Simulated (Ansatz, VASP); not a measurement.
Hf in VASP and in Ansatz

File INCAR:

```
  ALGO = Normal
  EDIFF = 1E-6
  ENCUT = 520
  ISIF = 2
  ISMEAR = 0
  LASPH = True
  LCHARG = False
  LREAL = False
  LWAVE = False
  NBANDS = 11
  NELM = 80
  PREC = Accurate
  SIGMA = 0.15
```

KPOINTS

```
k-points
0
Gamma
  18 18 18
```

File POSCAR:

```
Hf
1.0
    0.0000000000      2.2200000000      2.2200000000
    2.3310000000      0.0000000000      2.2200000000
    2.3310000000      2.2200000000      0.0000000000
Hf
1
Direct
    0.0000000000      0.0000000000      0.0000000000
```

Input for Ansatz:

```yaml
crystal:
  lattice:
    - [0.0, 2.22, 2.22]
    - [2.331, 0.0, 2.22]
    - [2.331, 2.22, 0.0]
  atoms:
    - { symbol: Hf, position: [0.0, 0.0, 0.0] }
basis:
  ecutwfc: 420
kpoints:
  mp_grid: { grid: [18, 18, 18] }
hamiltonian:
  xc: lda
scf:
  occupations: { method: gaussian, width: 0.15 }
output:
  forces: true
  stress: true
  eigenvalues: true
```

Change from the starting cell: strain +0.0500 x Voigt [1, 0, 0, 0, 0, 0], atoms carried along.

Alike in both runs: task single point; functional LDA; k mesh 18 × 18 × 18; occupations gaussian, width 0.15 eV; no spin polarisation.

|  | VASP | Ansatz |
| --- | --- | --- |
| version | VASP 6.6.1 | Ansatz 0.2.0 |
| potentials or method | VASP PAW LDA potentials, release 64 (Hf_pv), cutoff 520 eV | scalar-relativistic, plane waves, PAW |
| valence electrons in the cell | 10 | 26 |

```csv
,VASP,Ansatz,Ansatz less VASP
gap on the k mesh at the Fermi level (eV),none,none,-
pressure (GPa),-10.0,-9.9,+0.05
"traceless stress, the component that is largest in VASP (GPa)",-1.70,-1.70,-0.002
```

LDA's correlation is that of Perdew and Zunger in VASP and of Perdew and Wang (1992) in Ansatz. A gap of «none» marks a metal or a gap that the smearing closes. VASP's potentials hold 10 valence electrons a cell and Ansatz's 26, so a difference there can come from the potentials and not from the codes.

Spin-orbit coupling is off throughout.
